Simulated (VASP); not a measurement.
A run of VASP 6.6.1 is set up as follows.

Contents of INCAR:

```
PREC = Accurate
ENCUT = 520
EDIFF = 1E-6
ISMEAR = 0
SIGMA = 0.02
LREAL = Auto
LASPH = T
NELM = 100
ALGO = Normal
ISIF = 2
LWAVE = F
LCHARG = T
GGA = PS
LELF = T
LVHAR = T
NBANDS = 56
```

KPOINTS

```
regular mesh
0
Gamma
  12 12 2
```

POSCAR

```
C
1.0
    2.5014490553      0.0000000000      0.0000000000
   -1.2507245277      2.1663184281      0.0000000000
    0.0000000000      0.0000000000     20.7475312330
C
20
Direct
    0.0000000000      0.0000000000      0.0002258888
    0.0000000000      0.0000000000      0.0753191069
    0.3333333333      0.6666666667      0.1004771873
    0.3333333333      0.6666666667      0.1756412278
    0.0000000000      0.0000000000      0.2006135391
    0.0000000000      0.0000000000      0.2746566040
    0.6666666667      0.3333333333      0.2996287211
    0.6666666667      0.3333333333      0.3747937312
    0.0000000000      0.0000000000      0.3999510269
    0.0000000000      0.0000000000      0.4750489731
    0.6666666667      0.3333333333      0.5002062688
    0.6666666667      0.3333333333      0.5753712789
    0.0000000000      0.0000000000      0.6003433960
    0.0000000000      0.0000000000      0.6743864609
    0.3333333333      0.6666666667      0.6993587722
    0.3333333333      0.6666666667      0.7745228127
    0.0000000000      0.0000000000      0.7996808931
    0.0000000000      0.0000000000      0.8747741112
    0.3333333333      0.6666666667      0.8999549844
    0.3333333333      0.6666666667      0.9750450156
```

Potentials or basis: VASP PAW PBE potentials, release 64 (C).

Command:

```console
$ cat potpaw_PBE.64/C/POTCAR > POTCAR
$ mpirun -np 1 vasp_std > vasp.out
```

Q: What does it give for the band gap on the k mesh?

A: 3.65 eV, indirect (least direct gap 5.04 eV).

Q: Estimate the pressure.

A: 1.1 GPa.

Q: Predict the largest force.

A: 0.018 eV/Å.

Stress tensor (GPa, compression positive):
```
1.25 0.00 0.00
0.00 1.25 0.00
0.00 0.00 0.81
```

Caveat: the PAW data sets were made with another functional, which shifts forces and pressure a little. A k mesh can miss the band edges.
